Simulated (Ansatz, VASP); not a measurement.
## One calculation of GaN, two programs

Contents of POSCAR:

```
GaN
1.0
    0.0000000000      2.2535006075      2.2535006075
    2.2535006075      0.0000000000      2.2535006075
    2.2535006075      2.2535006075      0.0000000000
Ga N
1 1
Direct
    0.0000000000      0.0000000000      0.0000000000
    0.2500000000      0.2500000000      0.2500000000
```

The input INCAR.step1:

```
SYSTEM = GaN
PREC = Accurate
ENCUT = 520
EDIFF = 1E-5
ISMEAR = -1
SIGMA = 0.05
LREAL = .False.
LASPH = .True.
NELM = 150
ALGO = Normal
ISIF = 2
LWAVE = .True.
MAGMOM = 0 0 0 0 0 0
LORBIT = 11
LSORBIT = .True.
GGA_COMPAT = .False.
LORBMOM = .True.
GGA = PE
NBANDS = 30
```

The input INCAR.step2:

```
SYSTEM = GaN
PREC = Accurate
ENCUT = 520
EDIFF = 1E-6
ISMEAR = -1
SIGMA = 0.05
LREAL = .False.
LASPH = .True.
NELM = 150
ALGO = Normal
ISIF = 2
LWAVE = .False.
LCHARG = .True.
MAGMOM = 0 0 0 0 0 0
LORBIT = 11
LSORBIT = .True.
GGA_COMPAT = .False.
LORBMOM = .True.
GGA = PE
LHFCALC = .True.
AEXX = 0.25
PRECFOCK = Normal
LVHAR = .True.
ISTART = 1
NBANDS = 30
```

The input KPOINTS:

```
regular mesh
0
Gamma
  4 4 4
  0 0 0
```

The input input.yaml:

```yaml
crystal:
  lattice:
    - [0.0, 2.2535006075, 2.2535006075]
    - [2.2535006075, 0.0, 2.2535006075]
    - [2.2535006075, 2.2535006075, 0.0]
  atoms:
    - { symbol: Ga, position: [0.0, 0.0, 0.0] }
    - { symbol: "N", position: [0.25, 0.25, 0.25] }
hamiltonian:
  xc: pbe0
  pseudopotentials: { kind: paw_fr }
magnetization:
  noncollinear: true
  spin_orbit: true
kpoints:
  mp_grid: { grid: [4, 4, 4] }
scf:
  occupations: { method: fermi_dirac, width: 0.05 }
output:
  forces: true
  stress: true
  eigenvalues: true
```

Alike in both runs: task single point; functional PBE0; k mesh 4 × 4 × 4; occupations fermi-dirac, width 0.05 eV; non-collinear spin, spin-orbit coupling.

|  | VASP | Ansatz |
| --- | --- | --- |
| version | VASP 6.6.1 | Ansatz 0.2.0 |
| potentials or method | VASP PAW PBE potentials, release 64 (Ga_d, N) | Ansatz PAW |
| plane-wave cutoff (eV) | 520 | 420 |
| valence electrons in the cell | 18 | 18 |

VASP gave:

```
pressure (GPa)           : -1.5
net moment per atom (μB) : 0.00
```

Task: Estimate Ansatz's values.

Result: Pressure (GPa): -1.4; net moment per atom (μB): 0.00.

The functional is the same, so the differences come from potentials, cutoffs and numerics.

The k mesh is coarse, so the values compare programs but aren't converged.
